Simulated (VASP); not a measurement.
# WSeS (l.A) in VASP: notebook

WSeS (l.A) is run at these levels: LDA; tasks: single point.

Program: VASP 6.6.1. These are calculated values, not measurements. Logs are shortened: lines on timing, memory, paths and dates and some standing lists are left out, and cuts for length are marked.

### 1 The cell of the first run

The cell holds a sheet with vacuum, 3 atoms: a = 3.240 Å, b = 3.240 Å, c = 17.200 Å, α = 90.00°, β = 90.00°, γ = 120.00°.

### 2 Single point, LDA

INCAR

```
SYSTEM = WSeS
  PREC = Accurate
  ENCUT = 400
  EDIFF = 1E-6
  ISMEAR = 0
  SIGMA = 0.03
  LREAL = .FALSE.
  LASPH = .TRUE.
  NELM = 120
  ALGO = Normal
  ISIF = 2
  LWAVE = .FALSE.
  LCHARG = .FALSE.
  LDIPOL = .TRUE.
  IDIPOL = 3
  DIPOL = 0.5 0.5 0.499
  GGA = CA
  NBANDS = 20
  GGA_COMPAT = .FALSE.
  NELMDL = -8
```

KPOINTS

```
regular mesh
0
G
  12 12 1
  0 0 0
```

POSCAR

```
WSeS
1.0
    3.2400000000      0.0000000000      0.0000000000
   -1.6200000000      2.8059223083      0.0000000000
    0.0000000000      0.0000000000     17.2000000000
S W Se
1 1 1
Direct
    0.6666670000      0.3333330000      0.4069767442
    0.3333330000      0.6666670000      0.4959302326
    0.6666670000      0.3333330000      0.5930232558
```

Potentials or basis: VASP PAW LDA potentials, release 64 (S, W_sv, Se).

On the command line:

```bash
$ cat potpaw_LDA.64/S/POTCAR potpaw_LDA.64/W_sv/POTCAR potpaw_LDA.64/Se/POTCAR > POTCAR
$ mpirun -np 1 vasp_std > vasp.out
```

OUTCAR:

```text
SYSTEM = WSeS
   PREC = Accurate
   ENCUT = 400
   EDIFF = 1E-6
   ISMEAR = 0
   LREAL = .FALSE.
   LASPH = .TRUE.
   NELM = 120
   ISIF = 2
   GGA = CA
   NELMDL = -8

 ion  position               nearest neighbor table
   1  0.667  0.333  0.407-   2 2.42   2 2.42   2 2.42
   2  0.333  0.667  0.496-   1 2.42   1 2.42   1 2.42   3 2.51   3 2.51   3 2.51
   3  0.667  0.333  0.593-   2 2.51   2 2.51   2 2.51

  LATTYP: Found a hexagonal cell.
 ALAT       =     3.2400000000
 C/A-ratio  =     5.3086419753

  Lattice vectors:

 A1 = (   3.2400000000,   0.0000000000,   0.0000000000)
 A2 = (  -1.6200000000,   2.8059223083,   0.0000000000)
 A3 = (   0.0000000000,   0.0000000000,  17.2000000000)

Analysis of symmetry for initial positions (statically):
=====================================================================
 Subroutine PRICEL returns:
 Original cell was already a primitive cell.

 Routine SETGRP: Setting up the symmetry group for a
 hexagonal supercell.

 Subroutine GETGRP returns: Found  6 space group operations
 (whereof  6 operations were pure point group operations)
 out of a pool of 24 trial point group operations.

The static configuration has the point symmetry C_3v.

Analysis of symmetry for dynamics (positions and initial velocities):
=====================================================================
 Subroutine PRICEL returns:
 Original cell was already a primitive cell.

 Routine SETGRP: Setting up the symmetry group for a
 hexagonal supercell.

 Subroutine GETGRP returns: Found  6 space group operations
 (whereof  6 operations were pure point group operations)
 out of a pool of 24 trial point group operations.

The dynamic configuration has the point symmetry C_3v.

 Subroutine INISYM returns: Found  6 space group operations
 (whereof  6 operations are pure point group operations),
 and found     1 'primitive' translations

----------------------------------------------------------------------------------------

                                     Primitive cell

  volume of cell :     156.3684

  direct lattice vectors                    reciprocal lattice vectors
     3.240000000  0.000000000  0.000000000     0.308641975  0.178194528  0.000000000
    -1.620000000  2.805922308  0.000000000     0.000000000  0.356389055  0.000000000
     0.000000000  0.000000000 17.200000000     0.000000000  0.000000000  0.058139535

  length of vectors
     3.240000000  3.240000000 17.200000000     0.356389055  0.356389055  0.058139535

  position of ions in fractional coordinates (direct lattice)
     0.666667000  0.333333000  0.406976744
     0.333333000  0.666667000  0.495930233
     0.666667000  0.333333000  0.593023256

  ion indices of the primitive-cell ions
   primitive index   ion index
                 1           1
                 2           2
                 3           3

----------------------------------------------------------------------------------------

 KPOINTS: regular mesh

Automatic generation of k-mesh.
 Grid dimensions read from file:
 generate k-points for:   12   12    1

 Generating k-lattice:

  Cartesian coordinates                     Fractional coordinates (reciprocal lattice)
     0.025720165  0.014849544  0.000000000     0.083333333  0.000000000  0.000000000
     0.000000000  0.029699088  0.000000000     0.000000000  0.083333333  0.000000000
     0.000000000  0.000000000  0.058139535     0.000000000  0.000000000  1.000000000

  Length of vectors
     0.029699088  0.029699088  0.058139535

  Shift w.r.t. Gamma in fractional coordinates (k-lattice)
     0.000000000  0.000000000  0.000000000

 Subroutine IBZKPT returns following result:
 ===========================================

 Found     19 irreducible k-points:

 Following reciprocal coordinates:
            Coordinates               Weight
  0.000000  0.000000  0.000000      1.000000
  0.083333  0.000000  0.000000      6.000000
  0.166667  0.000000  0.000000      6.000000
  0.250000  0.000000  0.000000      6.000000
  0.333333  0.000000  0.000000      6.000000
  0.416667  0.000000  0.000000      6.000000
[... 11 lines left out ...]
  0.333333  0.250000  0.000000     12.000000
  0.333333  0.333333  0.000000      2.000000
   k-points           NKPTS =     19   k-points in BZ     NKDIM =     19   number of bands    NBANDS=     20
   number of dos      NEDOS =    301   number of ions     NIONS =      3
   total plane-waves  NPLWV =  64512
   dimension x,y,z NGX =    24 NGY =   24 NGZ =  112
   dimension x,y,z NGXF=    48 NGYF=   48 NGZF=  224
   ions per type =               1   1   1
   NGX,Y,Z   is equivalent  to a cutoff of  12.31, 12.31, 10.83 a.u.
   NGXF,Y,Z  is equivalent  to a cutoff of  24.63, 24.63, 21.65 a.u.
 SYSTEM =  WSeS
   PREC   = accura    normal or accurate (medium, high low for compatibility)
   ISTART =      0    job   : 0-new  1-cont  2-samecut
   ICHARG =      2    charge: 1-file 2-atom 10-const
   ISPIN  =      1    spin polarized calculation?
   LNONCOLLINEAR =      F non collinear calculations
   LSORBIT =      F    spin-orbit coupling
   LASPH  =      T    aspherical Exc in radial PAW
   ENCUT  =  400.0 eV  29.40 Ry    5.42 a.u.   5.28  5.28 28.05*2*pi/ulx,y,z
   NELM   =    120;   NELMIN=  2; NELMDL= -8     # of ELM steps
   EDIFF  = 0.1E-05   stopping-criterion for ELM
   LREAL  =      F    real-space projection
   EDIFFG = 0.1E-04   stopping-criterion for IOM
   NSW    =      0    number of steps for IOM
   IBRION =     -1    ionic relax: 0-MD 1-quasi-New 2-CG
   NFREE  =      0    steps in history (QN), initial steepest desc. (CG)
   ISIF   =      2    stress and relaxation
   ISYM   =      2    0-nonsym 1-usesym 2-fastsym
   POTIM  = 0.5000    time-step for ionic-motion
   TEBEG  =    0.0;   TEEND  =   0.0 temperature during run
   PSTRESS=    0.0 pullay stress
   NELECT =      26.0000    total number of electrons
   NUPDOWN=      -1.0000    fix difference up-down
   EMIN   =  10.00;   EMAX   =-10.00  energy-range for DOS
   EFERMI =   0.00;   METHOD = LEGACY
   ISMEAR =     0;   SIGMA  =   0.03  broadening in eV -4-tet -1-fermi 0-gaus
   EFERMI_NEDOS =   21; number of points for ismear=-14 and -15
   IALGO  =     38    algorithm
   IMIX   =      4    mixing-type and parameters
     AMIX     =   0.40;   BMIX     =  1.00
     AMIX_MAG =   1.60;   BMIX_MAG =  1.00
  volume/ion in A,a.u.               =      52.12       351.74
  Fermi-wavevector in a.u.,A,eV,Ry     =   0.900222  1.701173 11.026155  0.810399
  Thomas-Fermi vector in A             =   2.023153
   LORBIT       =      0    0 simple, 1 ext, 2 COOP (PROOUT), +10 PAW based schemes
   GGA     = CA    functional components
   LHFCALC =     F    Hartree Fock is set to
   AEXX    =    0.0000 exact exchange contribution
   IVDW    =     0    specifies the selected vdW correction
   LEPSILON=     F    determine dielectric tensor
   LRPA    =     F    only Hartree local field effects (RPA)
 non-spin polarized calculation
 Gauss-broadening in eV      SIGMA  =   0.03
  energy-cutoff  :      400.00
  volume of cell :      156.37
 maximum number of plane-waves:      2861
 NGX is ok and might be reduce to    24
   NGX = 11   NGY = 11   NGZ = 57

 dipolmoment           0.000000      0.000000      0.000004 electrons x Angstroem

 number of electron      26.0000006 magnetization

 dipolmoment           0.000000      0.000000     -0.032063 electrons x Angstroem

 Free energy of the ion-electron system (eV)
  ---------------------------------------------------
  ext. energy  EPLUGINS =         0.00000000
  ---------------------------------------------------
  free energy    TOTEN  =       -25.08291624 eV

  energy without entropy =      -25.08291624  energy(sigma->0) =      -25.08291624

 E-fermi :  -1.1030     XC(G=0):  -4.6462

 val. band max:       -1.3712753961   @ k =   0.3333   0.3333   0.0000
 cond. band min:       0.2980822780   @ k =   0.3333   0.3333   0.0000
 fundamental gap:      1.6693576741
 Fermi energy:        -1.1029860781

 k-point     1 :       0.0000    0.0000    0.0000
  band No.  band energies     occupation
      1     -74.8752      2.00000
      2     -39.3884      2.00000
      3     -39.2446      2.00000
      4     -39.2446      2.00000
      5     -16.1683      2.00000
      6     -14.5256      2.00000
[... 12 lines left out ...]
     19       4.0611      0.00000
     20       4.3449      0.00000

 k-point     2 :       0.0833    0.0000    0.0000
  band No.  band energies     occupation
      1     -74.8743      2.00000
      2     -39.3848      2.00000
      3     -39.2640      2.00000
      4     -39.2492      2.00000
      5     -16.0589      2.00000
      6     -14.4786      2.00000
[... 12 lines left out ...]
     19       4.3608      0.00000
     20       4.5503      0.00000

 k-point     3 :       0.1667    0.0000    0.0000
  band No.  band energies     occupation
      1     -74.8719      2.00000
      2     -39.3749      2.00000
      3     -39.3167      2.00000
      4     -39.2615      2.00000
      5     -15.7463      2.00000
      6     -14.3450      2.00000
[... 12 lines left out ...]
     19       4.8080      0.00000
     20       5.2844      0.00000

 k-point     4 :       0.2500    0.0000    0.0000
  band No.  band energies     occupation
      1     -74.8685      2.00000
      2     -39.3879      2.00000
      3     -39.3614      2.00000
      4     -39.2782      2.00000
      5     -15.2793      2.00000
      6     -14.1478      2.00000
[... 314 lines left out ...]
 k-point    18 :       0.3333    0.2500    0.0000
  band No.  band energies     occupation
      1     -74.8605      2.00000
      2     -39.4791      2.00000
      3     -39.3934      2.00000
      4     -39.3294      2.00000
      5     -13.9134      2.00000
      6     -13.5384      2.00000
[... 12 lines left out ...]
     19       6.1388      0.00000
     20       7.4551      0.00000

 k-point    19 :       0.3333    0.3333    0.0000
  band No.  band energies     occupation
      1     -74.8601      2.00000
      2     -39.4573      2.00000
      3     -39.4270      2.00000
      4     -39.3276      2.00000
      5     -13.8283      2.00000
      6     -13.4888      2.00000
[... 12 lines left out ...]
     19       5.4481      0.00000
     20       7.7133      0.00000

------------------------ aborting loop because EDIFF is reached ----------------------------------------

 vacuum level on the upper side and lower side of the slab       (xc-potential included)        -0.410         0.164

  FORCE on cell =-STRESS in cart. coord.  units (eV):
  Direction    XX          YY          ZZ          XY          YZ          ZX
  --------------------------------------------------------------------------------------
  -------------------------------------------------------------------------------------
  Total       -1.5641535     -1.5641535     -0.2247715      0.0000000      0.0000000      0.0000000
  in kB      -16.0265798    -16.0265798     -2.3030467      0.0000000      0.0000000      0.0000000
  external PRESSURE =     -11.4520688 kB  Pullay stress =       0.0000000 kB

 VOLUME and BASIS-vectors are now :
 -----------------------------------------------------------------------------
  energy-cutoff  :      400.00
  volume of cell :      156.37
      direct lattice vectors                 reciprocal lattice vectors
     3.240000000  0.000000000  0.000000000     0.308641975  0.178194528  0.000000000
    -1.620000000  2.805922308  0.000000000     0.000000000  0.356389055  0.000000000
     0.000000000  0.000000000 17.200000000     0.000000000  0.000000000  0.058139535

 POSITION                                       TOTAL-FORCE (eV/Angst)
 -----------------------------------------------------------------------------------
      1.62000      0.93531      7.00000        -0.000000     -0.000000      0.339102
     -0.00000      1.87062      8.53000         0.000000      0.000000     -0.530181
      1.62000      0.93531     10.20000        -0.000000     -0.000000      0.191079
 -----------------------------------------------------------------------------------
    total drift:                                0.000462     -0.000267     -0.000379

  FREE ENERGIE OF THE ION-ELECTRON SYSTEM (eV)
  ---------------------------------------------------
  free  energy   TOTEN  =       -25.0829162412 eV

  energy  without entropy=      -25.0829162412  energy(sigma->0) =      -25.08291624

 vacuum level on the upper side and lower side of the slab         4.030         4.663
```

It took 38 s on 1 thread of Intel Xeon Platinum 8488C (Sapphire Rapids), shared host; peak memory 0.22 GiB.

What came out:

* Free energy: -25.0829 eV
* Largest force: 0.530 eV/Å
* Band gap on the k mesh: 1.67 eV, direct

Forces in eV/Å, atoms in the order of the input:
```
S    0.000  0.000  0.339
W    0.000  0.000 -0.530
Se   0.000  0.000  0.191
```

Levels at points of the mesh, in eV from the valence-band top:
```tsv
k point	band 10	band 11	band 12	band 13	band 14	band 15	band 16	band 17
(0.00, 0.00, 0.00)	-2.09	-1.36	-1.36	-0.02	2.94	2.94	3.30	3.30
(0.50, 0.00, 0.00)	-3.25	-2.01	-1.02	-0.86	2.62	3.02	3.90	4.71
```

Caveat: spin-orbit coupling is left out, which moves the levels of the heavy elements.

### 3 Single point, LDA

This run uses another cell than the first one, of 88.47 Å³/atom, 1.697 times its volume.

INCAR

```
ALGO     = Normal         # electronic algorithm
DIPOL    = 0.5 0.5 0.284
EDIFF    = 1E-6           # SCF threshold, eV
ENCUT    = 400            # plane-wave cutoff, eV
GGA      = CA             # functional
GGA_COMPAT= F            
IDIPOL   = 3            
ISIF     = 2              # what is computed and relaxed
ISMEAR   = 0              # smearing method
LASPH    = T              # aspherical terms in the spheres
LCHARG   = F              # write CHGCAR
LDIPOL   = T            
LREAL    = F              # projectors in reciprocal space
LWAVE    = F              # write WAVECAR
NBANDS   = 20             # bands
NELM     = 120            # most SCF steps
NELMDL   = -8           
PREC     = Accurate       # precision mode
SIGMA    = 0.03           # smearing width, eV
```

KPOINTS

```
k-points
0
Gamma
  12 12 1
```

POSCAR

```
WSeS
1.0
    3.1856137038      0.0000000000      0.0000000000
   -1.5928068519      2.7588223941      0.0000000000
    0.0000000000      0.0000000000     30.1999999990
S W Se
1 1 1
Direct
    0.6666666667      0.3333333333      0.2315418624
    0.3333333333      0.6666666667      0.2821058815
    0.6666666667      0.3333333333      0.3383390112
```

Potentials or basis: VASP PAW LDA potentials, release 64 (S, W_sv, Se).

On the command line:

```bash
$ cat potpaw_LDA.64/S/POTCAR potpaw_LDA.64/W_sv/POTCAR potpaw_LDA.64/Se/POTCAR > POTCAR
$ mpirun -np 1 vasp_std > vasp.out
```

Wall time 78 s (1 thread of Intel Xeon Platinum 8488C (Sapphire Rapids), shared host); peak memory 0.3 GiB.

Results (log left out):

```
Free energy            : -25.1100 eV
Largest force          : 0.108 eV/Å
Band gap on the k mesh : 1.84 eV, indirect (least direct gap 1.89 eV)
```

Forces on the atoms (eV/Å):
```
S    0.000  0.000 -0.048
W    0.000  0.000 -0.060
Se   0.000  0.000  0.108
```

Levels at points of the mesh, in eV from the valence-band top:
| k point | band 11 | band 12 | band 13 | band 14 | band 15 | band 16 |
| --- | --- | --- | --- | --- | --- | --- |
| (0.00, 0.00, 0.00) | -1.21 | -1.21 | -0.17 | 3.11 | 3.11 | 3.41 |
| (0.50, 0.00, 0.00) | -2.15 | -0.90 | -0.87 | 2.86 | 3.13 | 3.97 |

Caveat: spin-orbit coupling is left out, which moves the levels of the heavy elements.
